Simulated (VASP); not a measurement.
A run of VASP 6.6.1 is set up as follows.

INCAR

```
PREC = Accurate
ENCUT = 520
EDIFF = 1E-6
ISMEAR = -1
SIGMA = 0.1
LREAL = False
LASPH = True
NELM = 80
ALGO = Normal
ISIF = 2
LWAVE = False
LCHARG = True
GGA = CA
LELF = True
LVHAR = True
NBANDS = 16
```

Contents of KPOINTS:

```
regular mesh
0
Gamma
  10 10 10
```

The input POSCAR:

```
ZnS
1.0
    0.0000000000      2.6484691264      2.6484691264
    2.6484691264      0.0000000000      2.6484691264
    2.6484691264      2.6484691264      0.0000000000
Zn S
1 1
Direct
    0.7500000000      0.7500000000      0.7500000000
    0.0000000000      0.0000000000      0.0000000000
```

Potentials or basis: VASP PAW LDA potentials, release 64 (Zn, S).

Launch:

```bash
$ cat potpaw_LDA.64/Zn/POTCAR potpaw_LDA.64/S/POTCAR > POTCAR
$ mpirun -np 1 vasp_std > vasp.out
```

Q: Estimate the pressure.

A: 0.2 GPa.

Q: Estimate the band gap on the k mesh.

A: 2.16 eV, direct.

As with any semilocal functional, this LDA gap is likely too small.
